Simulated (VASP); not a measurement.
# Pd (Fm-3m) in VASP: notebook, part 2 of 2

VASP 6.6.1.

## 6. Relaxation of cell and atoms, RPBE

This run uses another cell than the first one, of 14.71 Å³/atom, 0.830 times its volume.

INCAR reads:

```
SYSTEM = Pd
PREC = Accurate ; ENCUT = 600
EDIFF = 1E-6 ; ISMEAR = -1
SIGMA = 0.1 ; LREAL = .False.
LASPH = .True. ; NELM = 100
ALGO = Normal ; ISIF = 3
LWAVE = .False. ; LCHARG = .False.
GGA = RP ; IBRION = 2
NSW = 80 ; EDIFFG = -0.01
```

KPOINTS reads:

```
Automatic mesh
0
Gamma
  14 14 14
  0 0 0
```

POSCAR reads:

```
Pd
1.0
    0.0000000000      1.9449000000      1.9449000000
    1.9449000000      0.0000000000      1.9449000000
    1.9449000000      1.9449000000      0.0000000000
Pd
1
Direct
    0.0000000000      0.0000000000      0.0000000000
```

Potentials or basis: VASP PAW PBE potentials, release 64 (Pd).

Launch:

```sh
$ cat potpaw_PBE.64/Pd/POTCAR > POTCAR
$ mpirun -np 1 vasp_std > vasp.out
```

OUTCAR:

```text
SYSTEM = Pd
   PREC = Accurate
   ENCUT = 600
   EDIFF = 1E-6
   ISMEAR = -1
   LREAL = .False.
   LASPH = .True.
   NELM = 100
   ISIF = 3
   GGA = RP
   IBRION = 2
   NSW = 80
   EDIFFG = -0.01

 ion  position               nearest neighbor table
   1  0.000  0.000  0.000-

  LATTYP: Found a face centered cubic cell.
 ALAT       =     3.8898000000

  Lattice vectors:

 A1 = (   0.0000000000,   1.9449000000,   1.9449000000)
 A2 = (   1.9449000000,   0.0000000000,   1.9449000000)
 A3 = (   1.9449000000,   1.9449000000,   0.0000000000)

Analysis of symmetry for initial positions (statically):
=====================================================================
 Subroutine PRICEL returns:
 Original cell was already a primitive cell.
[... 283 lines left out ...]

  energy without entropy =       -4.58733408  energy(sigma->0) =       -4.62369130

 E-fermi :   8.8136     XC(G=0): -12.6532

 val. band max:        8.8131834413   @ k =   0.3571   0.2143   0.0714
 cond. band min:       8.8160213714   @ k =   0.5000   0.2143   0.0000
 fundamental gap:      0.0028379301
 Fermi energy:         8.8135825087

 k-point     1 :       0.0000    0.0000    0.0000
  band No.  band energies     occupation
      1       2.2075      2.00000
      2       6.2527      2.00000
      3       6.2527      2.00000
      4       6.2527      2.00000
      5       7.6819      1.99998
      6       7.6819      1.99998
      7      25.9248      0.00000
      8      30.3459      0.00000
      9      30.3459      0.00000
[... 265 lines left out ...]
 k-point    24 :       0.2857    0.1429    0.0000
  band No.  band energies     occupation
      1       4.2078      2.00000
      2       5.5737      2.00000
      3       6.5283      2.00000
      4       6.9018      2.00000
      5       7.8460      1.99987
      6       8.1928      1.99598
      7      23.6027      0.00000
      8      27.0478      0.00000
      9      27.8824      0.00000

 [... further k-points ...]
[... 5 lines left out ...]
  --------------------------------------------------------------------------------------
  -------------------------------------------------------------------------------------
  Total        0.0000073      0.0000073      0.0000073      0.0000000      0.0000000      0.0000000
  in kB        0.0007455      0.0007455      0.0007455      0.0000000      0.0000000      0.0000000
  external PRESSURE =       0.0007455 kB  Pullay stress =       0.0000000 kB
[... 16 lines left out ...]
  FREE ENERGIE OF THE ION-ELECTRON SYSTEM (eV)
  ---------------------------------------------------
  free  energy   TOTEN  =        -4.6600485090 eV

  energy  without entropy=       -4.5873340812  energy(sigma->0) =       -4.62369130

 reached required accuracy - stopping structural energy minimisation
```

OSZICAR:

```text
N       E                     dE             d eps       ncg     rms          rms(c)
DAV:   1     0.439079302828E+02    0.43908E+02   -0.57942E+03  1880   0.118E+03
DAV:   2    -0.445243498276E+01   -0.48360E+02   -0.47303E+02  2068   0.206E+02
DAV:   3    -0.485354368425E+01   -0.40111E+00   -0.40008E+00  2180   0.223E+01
[... 27 lines left out ...]
DAV:   1    -0.466032018108E+01   -0.28775E-03   -0.52014E-03  1900   0.807E-01    0.111E-01
DAV:   2    -0.466004497758E+01    0.27520E-03   -0.14805E-03  1893   0.348E-01    0.283E-02
DAV:   3    -0.466004616458E+01   -0.11870E-05   -0.32195E-06  1963   0.182E-02    0.170E-02
DAV:   4    -0.466004854704E+01   -0.23825E-05   -0.27649E-06  2100   0.149E-02    0.112E-03
DAV:   5    -0.466004850899E+01    0.38044E-07   -0.18886E-08   944   0.124E-03
   4 F= -.46600485E+01 E0= -.46236913E+01  d E =-.387761E-01
```

CONTCAR:

```text
Pd
   1.00000000000000
     0.0000000000000000    1.9910401770637483    1.9910401770637483
     1.9910401770637483    0.0000000000000000    1.9910401770637483
     1.9910401770637483    1.9910401770637483    0.0000000000000000
  Pd
     1
Direct
     0.0000000000000000    0.0000000000000000    0.0000000000000000

  0.00000000E+00  0.00000000E+00  0.00000000E+00
```

Run time: 25 s. Hardware: 1 thread of Intel Xeon Platinum 8375C at 2.90GHz (Ice Lake), shared host; peak memory 0.16 GiB.

Results:

* Free energy: -4.6600 eV
* Relaxed volume: 15.79 Å³/atom
* Relaxed cell: a = 2.816 Å, b = 2.816 Å, c = 2.816 Å, α = 60.00°, β = 60.00°, γ = 60.00°
* Space group after relaxing (to 0.05 Å): Fm-3m (No. 225)
* Energy gained by relaxing: 38.8 meV/atom
* Ionic steps: 4
* Pressure after relaxing: 0.0 GPa
* Band gap on the k mesh: zero (band 5 reaches 9.04 eV, above the bottom of band 6 at 7.62 eV)

Step by step:
```csv
step,energy change (eV),largest force (eV/Å),pressure (GPa),volume (Å³)
1,0.0000,0.0000,12.44,14.71
2,0.0141,0.0000,-10.21,17.28
3,-0.0388,0.0000,-0.19,15.81
4,-0.0388,0.0000,0.00,15.79
```

Final structure:
```
CELL_PARAMETERS angstrom
0.00000 1.99104 1.99104
1.99104 0.00000 1.99104
1.99104 1.99104 0.00000
ATOMIC_POSITIONS crystal
Pd 0.00000 0.00000 0.00000
```

Levels at points of the mesh, in eV from the Fermi level:
| k point | band 3 | band 4 | band 5 | band 6 | band 7 | band 8 |
| --- | --- | --- | --- | --- | --- | --- |
| (0.00, 0.00, 0.00) | -2.56 | -2.56 | -1.13 | -1.13 | 17.11 | 21.53 |
| (0.50, 0.00, 0.00) | -2.60 | -0.06 | -0.06 | 1.17 | 6.81 | 16.45 |
| (0.50, 0.50, 0.00) | -0.09 | 0.22 | 0.22 | 3.38 | 10.10 | 12.87 |

Caveat: the PAW data sets were made with another functional, which shifts forces and pressure a little. Zero-point motion and thermal expansion aren't in these numbers.

## 7. Summary

| task | spin | cell | k mesh | cutoff (eV) | smearing | gap on the mesh (eV) | pressure (GPa) | moment (μB) |
| --- | --- | --- | --- | --- | --- | --- | --- | --- |
| single point | collinear, ferromagnetic start | a = 2.927 Å, angles 60.0°, 1 atom | 22 × 22 × 22 | 520 | fermi-dirac 0.05 eV | none | -12.2 | 0.40 |
| single point | non-collinear, typed start, SOC | a = 2.818 Å, angles 60.0°, 1 atom | 14 × 14 × 14 | 520 | fermi-dirac 0.05 eV | - | -0.2 | 0.37 |
| single point | off | a = 2.818 Å, angles 60.0°, 1 atom | 14 × 14 × 14 | 520 | fermi-dirac 0.1 eV | none | -0.3 | - |
| single point | off | a = 2.700 Å, angles 60.0°, 1 atom | 22 × 22 × 22 | 520 | fermi-dirac 0.1 eV | none | 26.0 | - |
| relaxation of cell and atoms | off | relaxed from a = 2.751 Å, angles 60.0°, 1 atom | 14 × 14 × 14 | 600 | fermi-dirac 0.1 eV | none | 0.0 | - |

Alike in all rows: level RPBE; potentials or basis VASP PAW PBE potentials, release 64 (Pd).

Caveats: the PAW data sets were made with another functional, which shifts forces and pressure a little.

Total energies depend on the potentials used, so only differences within one code and one set of settings carry meaning.
